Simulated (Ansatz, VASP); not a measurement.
# GaCo in VASP and in Ansatz

```
Ga Co
1.0
     2.76778    0.00000    0.00000
     0.00000    2.76778    0.00000
     0.00000    0.00000    2.99842
Ga Co
1 1
Direct
  0.50000 0.50000 0.50000
  0.00000 0.00000 0.00000
```

Change from the starting cell: strain -0.040 along x and y, +0.040 along z, atoms carried along.

Alike in both runs: task single point; functional PBEsol; k mesh 16 × 16 × 16; occupations gaussian, width 0.15 eV; no spin polarisation.

|  | VASP | Ansatz |
| --- | --- | --- |
| version | VASP 6.6.1 | Ansatz 0.2.0 |
| potentials or method | VASP PAW PBE potentials, release 64 (Ga_d, Co), cutoff 520 eV | scalar-relativistic, plane waves, PAW |
| valence electrons in the cell | 22 | 30 |

|  | VASP | Ansatz | Ansatz less VASP |
| --- | --- | --- | --- |
| gap on the k mesh at the Fermi level (eV) | none | none | - |
| pressure (GPa) | 0.0 | -0.2 | -0.24 |
| traceless stress, the component that is largest in VASP (GPa) | -2.23 | -2.20 | +0.033 |

VASP's potentials were made for PBE, not for PBEsol. A gap of «none» marks a metal or a gap that the smearing closes. With one functional, cell and mesh, what is left measures potentials, basis and numerics. VASP's potentials hold 22 valence electrons a cell and Ansatz's 30, so a difference there can come from the potentials and not from the codes.
